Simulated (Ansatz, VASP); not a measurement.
# TlBr in VASP and in Ansatz

```xyz
2
Lattice="4.0528 0.0000 0.0000 0.0000 4.0528 0.0000 0.0000 0.0000 4.0528" Properties=species:S:1:pos:R:3 pbc="T T T"
Tl    0.0000    0.0000    0.0000
Br    2.0264    2.0264    2.0264
```

Alike in both runs: functional PBE; k mesh 8 × 8 × 8; occupations gaussian, width 0.02 eV; no spin polarisation.

Ansatz relaxed the structure, and its values are those at the end. VASP's run is a single point on that final structure, the one shown.

```csv
,VASP,Ansatz
version,VASP 6.6.1,Ansatz 0.2.0
potentials or method,"VASP PAW PBE potentials, release 64 (Tl_d, Br), cutoff 500 eV","scalar-relativistic, plane waves, PAW"
valence electrons in the cell,20,20
```

|  | VASP | Ansatz | Ansatz less VASP |
| --- | --- | --- | --- |
| gap on the k mesh at the Fermi level (eV) | 2.00 | 1.99 | -0.006 |
| least direct gap on the mesh (eV) | 2.00 | 1.99 | -0.006 |
| pressure (GPa) | 0.0 | 0.0 | +0.03 |

Spin-orbit coupling is off throughout.
